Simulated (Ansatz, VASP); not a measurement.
**One calculation of N, two programs**

```
N
1.0
    -3.52692    0.00000    0.00000
    -1.76346   -3.05440    0.00000
    -0.29391    0.50907   13.65050
N
8
Direct
  0.18082 0.48585 0.91507
  0.26415 0.40251 0.41507
  0.19418 0.47249 0.83493
  0.27751 0.38915 0.33493
  0.63915 0.69418 0.16507
  0.55582 0.77751 0.66507
  0.65251 0.68082 0.08493
  0.56918 0.76415 0.58493
```

Alike in both runs: task single point; functional LDA; k mesh 7 × 7 × 2; occupations gaussian, width 0.05 eV; no spin polarisation.

```csv
,VASP,Ansatz
version,VASP 6.6.1,Ansatz 0.2.0
potentials or method,"VASP PAW LDA potentials, release 64 (N), cutoff 520 eV","scalar-relativistic, plane waves, PAW"
valence electrons in the cell,40,40
```

|  | VASP | Ansatz | Ansatz less VASP |
| --- | --- | --- | --- |
| gap on the k mesh at the Fermi level (eV) | 6.25 | 6.30 | +0.050 |
| least direct gap on the mesh (eV) | 6.37 | 6.42 | +0.052 |
| pressure (GPa) | 2.4 | 0.1 | -2.29 |
| traceless stress, the component that is largest in VASP (GPa) | 5.06 | 0.18 | -4.875 |
| rms of the force components (eV/Å) | 0.877 | 0.052 | -0.8251 |

LDA's correlation is that of Perdew and Zunger in VASP and of Perdew and Wang (1992) in Ansatz. Atom by atom the forces differ by 0.884 eV/Å (rms over components).

Noted on VASP's run: the standard files for N, O and F lose accuracy on very short bonds.
